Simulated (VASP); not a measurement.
Wanted: the native input for a VASP 6.6.1 run.

| Item | Value |
| --- | --- |
| Task | relaxation of cell and atoms |
| Functional | PBEsol |
| Potentials or basis | VASP PAW PBE potentials, release 64 (Ge_d) |
| Cutoff | 500 eV |
| k mesh | 16 × 16 × 16 |
| Occupations | fermi-dirac, width 0.08 eV |
| Spin | no spin polarisation |
| Dipole correction | no |
| Further INCAR settings | ALGO = Normal; EDIFF = 1e-07; IBRION = 2; EDIFFG = -0.005; NSW = 60; ISIF = 3 |

The structure of Ge lies in POSCAR:

```
Ge
1.0
   -1.6809877034      1.6809877034      1.6809877034
    1.6809877034     -1.6809877034      1.6809877034
    1.6809877034      1.6809877034     -1.6809877034
Ge
1
Direct
    0.0000000000      0.0000000000      0.0000000000
```

One way to write it, as run:

INCAR

```
  PREC = Accurate
  ENCUT = 500
  EDIFF = 1E-7
  ISMEAR = -1
  SIGMA = 0.08
  LREAL = F
  LASPH = T
  NELM = 120
  ALGO = Normal
  ISIF = 3
  LWAVE = F
  LCHARG = F
  GGA = PS
  IBRION = 2
  NSW = 60
  EDIFFG = -0.005
  GGA_COMPAT = F
  NELMIN = 4
```

KPOINTS

```
regular mesh
0
Gamma
  16 16 16
```

Potentials or basis: VASP PAW PBE potentials, release 64 (Ge_d).

Command:

```bash
$ cat potpaw_PBE.64/Ge_d/POTCAR > POTCAR
$ mpirun -np 1 vasp_std > vasp.out
```

Results of the run:

| Property | Result |
| --- | --- |
| Relaxed volume | 18.34 Å³/atom |
| Relaxed cell | a = 2.878 Å, b = 2.878 Å, c = 2.878 Å, α = 109.47°, β = 109.47°, γ = 109.47° |
| Space group after relaxing (to 0.05 Å) | Im-3m (No. 229) |
| Energy gained by relaxing | 5.2 meV/atom |
| Ionic steps | 4 |
| Pressure after relaxing | 0.0 GPa |
| Band gap on the k mesh | zero (band 7 reaches 16.40 eV, above the bottom of band 8 at 3.90 eV) |

Caveat: the PAW data sets were made with another functional, which shifts forces and pressure a little.

Wall time 86 s on 1 thread of Intel Xeon 8259CL, on a shared host, peak memory 0.16 GiB.
